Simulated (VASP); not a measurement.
Write the native input for VASP 6.6.1 that does the following.

| Property | Result |
| --- | --- |
| Task | single point |
| Functional | LDA |
| Potentials or basis | VASP PAW LDA potentials, release 64 (C) |
| Cutoff | 600 eV |
| k mesh | 10 × 10 × 10 |
| Occupations | gaussian, width 0.02 eV |
| Spin | no spin polarisation |
| Dipole correction | no |
| Further INCAR settings | ALGO = Normal; EDIFF = 1e-06; NBANDS = 11 |

The structure of C lies in POSCAR:

```
C
1.0
    0.0000000000      1.7657474443      1.7657474443
    1.7657474443      0.0000000000      1.7657474443
    1.7657474443      1.7657474443      0.0000000000
C
2
Direct
    0.0000000000      0.0000000000      0.0000000000
    0.2500000000      0.2500000000      0.2500000000
```

The input as run:

INCAR

```
  ALGO = Normal
  EDIFF = 1E-6
  ENCUT = 600
  GGA_COMPAT = False
  ISIF = 2
  ISMEAR = 0
  LASPH = True
  LCHARG = False
  LREAL = False
  LWAVE = False
  NBANDS = 11
  NELM = 120
  PREC = Accurate
  SIGMA = 0.02
```

KPOINTS

```
k-points
0
Gamma
  10 10 10
```

Potentials or basis: VASP PAW LDA potentials, release 64 (C).

The run is started by

```bash
$ cat potpaw_LDA.64/C/POTCAR > POTCAR
$ mpirun -np 1 vasp_std > vasp.out
```

Results of the run:

- Pressure: 0.9 GPa
- Band gap on the k mesh: 4.20 eV, indirect (least direct gap 5.63 eV)

Run time: 2.8 s on 1 thread of Intel(R) Xeon(R) Platinum 8559C (Emerald Rapids), on a shared host, peak memory 0.11 GiB.
